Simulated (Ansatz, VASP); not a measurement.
# TiO2: VASP beside Ansatz

The input INCAR:

```
SYSTEM = TiO2
PREC     = Accurate       ! precision mode
ENCUT    = 520            ! plane-wave cutoff, eV
EDIFF    = 1E-6           ! SCF threshold, eV
ISMEAR   = -1             ! smearing method
SIGMA    = 0.05           ! smearing width, eV
LREAL    = .FALSE.        ! projectors in reciprocal space
LASPH    = .TRUE.         ! aspherical terms in the spheres
NELM     = 80             ! most SCF steps
ALGO     = Normal         ! electronic algorithm
ISIF     = 2              ! what is computed and relaxed
LWAVE    = .FALSE.        ! write WAVECAR
LCHARG   = .FALSE.        ! write CHGCAR
GGA      = PE             ! functional
NBANDS   = 60             ! bands
```

Contents of KPOINTS:

```
regular mesh
0
G
  6 5 6
  0 0 0
```

POSCAR

```
TiO2
1.0
    4.5453495500      0.0000000000      0.0000000000
    0.0000000000      5.5196194400      0.0000000000
    0.0000000000      0.0000000000      4.9091968600
Ti O
4 8
Direct
    0.0004340000      0.1710770000      0.7446890000
    0.4988610000      0.3205590000      0.2472600000
    0.0005240000      0.8379660000      0.2492250000
    0.4880910000      0.6791290000      0.7355410000
    0.2689400000      0.3828470000      0.9054780000
    0.7695370000      0.1230860000      0.0835780000
    0.2313880000      0.1178740000      0.4098570000
    0.7269220000      0.3829820000      0.5829500000
    0.2749630000      0.6120620000      0.4205150000
    0.7729790000      0.8822450000      0.5882910000
    0.2203620000      0.8799780000      0.9057950000
    0.7321750000      0.6157950000      0.0791300000
```

input.yaml

```yaml
crystal:
  lattice:
    - [4.54534955, 0.0, 0.0]
    - [0.0, 5.51961944, 0.0]
    - [0.0, 0.0, 4.90919686]
  atoms:
    - { symbol: Ti, position: [0.000434, 0.171077, 0.744689] }
    - { symbol: Ti, position: [0.498861, 0.320559, 0.24726] }
    - { symbol: Ti, position: [0.000524, 0.837966, 0.249225] }
    - { symbol: Ti, position: [0.488091, 0.679129, 0.735541] }
    - { symbol: O, position: [0.26894, 0.382847, 0.905478] }
    - { symbol: O, position: [0.769537, 0.123086, 0.083578] }
    - { symbol: O, position: [0.231388, 0.117874, 0.409857] }
    - { symbol: O, position: [0.726922, 0.382982, 0.58295] }
    - { symbol: O, position: [0.274963, 0.612062, 0.420515] }
    - { symbol: O, position: [0.772979, 0.882245, 0.588291] }
    - { symbol: O, position: [0.220362, 0.879978, 0.905795] }
    - { symbol: O, position: [0.732175, 0.615795, 0.07913] }
hamiltonian:
  xc: pbe
  pseudopotentials: { kind: paw }
kpoints:
  mp_grid: { grid: [6, 5, 6] }
scf:
  occupations: { method: fermi_dirac, width: 0.05 }
output:
  forces: true
  stress: true
  eigenvalues: true
```

Change from the starting cell: atoms moved at random, drawn with an rms of 0.05 Å.

Alike in both runs: task single point; functional PBE; k mesh 6 × 5 × 6; occupations fermi-dirac, width 0.05 eV; no spin polarisation.

|  | VASP | Ansatz |
| --- | --- | --- |
| version | VASP 6.6.1 | Ansatz 0.2.0 |
| potentials or method | VASP PAW PBE potentials, release 64 (Ti_sv, O) | Ansatz PAW |
| plane-wave cutoff (eV) | 520 | 420 |
| valence electrons in the cell | 96 | 96 |

VASP gave:

| Item | Value |
| --- | --- |
| gap on the k mesh at the Fermi level (eV) | 2.35 |
| least direct gap on the mesh (eV) | 2.51 |
| pressure (GPa) | 5.5 |
| traceless stress, the component that is largest in VASP (GPa) | -2.71 |
| rms of the force components (eV/Å) | 0.658 |

**Question.** What did Ansatz give for the same quantities?

**Answer.** gap on the k mesh at the Fermi level (eV): 2.37; least direct gap on the mesh (eV): 2.53; pressure (GPa): 4.8; traceless stress, the component that is largest in VASP (GPa): -2.70; rms of the force components (eV/Å): 0.650.

Atom by atom the forces differ by 0.022 eV/Å (rms over components).

Noted on Ansatz's run: odd divisions of the mesh miss points on the zone boundary, where band edges often lie, so the gap on the mesh can be too wide.
